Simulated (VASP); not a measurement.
A run of VASP 6.6.1:

File INCAR:

```
PREC = Accurate ; ENCUT = 520
EDIFF = 1E-6 ; ISMEAR = 0
SIGMA = 0.01 ; LREAL = False
LASPH = True ; NELM = 60
ALGO = Normal ; ISIF = 2
LWAVE = False ; LCHARG = False
GGA = PS ; NBANDS = 20
```

File KPOINTS:

```
regular mesh
0
Gamma
  12 12 4
```

POSCAR

```
Al2O3
1.0
    3.0440701232      0.0000000000      0.0000000000
   -1.5220345572      2.6362421247      0.0000000000
    0.0000000000      0.0000000000      7.6413763199
Al O
2 3
Direct
    0.0000000000      0.0000000000      0.2779510000
    0.0000000000      0.0000000000      0.7220490000
    0.3333333333      0.6666666667      0.1994540000
    0.6666666667      0.3333333333      0.8005460000
    0.0000000000      0.0000000000      0.5000000000
```

Potentials or basis: VASP PAW PBE potentials, release 64 (Al, O).

Launch:

```console
$ cat potpaw_PBE.64/Al/POTCAR potpaw_PBE.64/O/POTCAR > POTCAR
$ mpirun -np 1 vasp_std > vasp.out
```

Hardware: 1 thread of AMD EPYC 7R13, on a shared host.

Question: Estimate the wall time of this run.

Answer: It took 110 s on 1 thread of AMD EPYC 7R13, on a shared host, peak memory 0.18 GiB. Counts: scf iterations 14, k points 69.
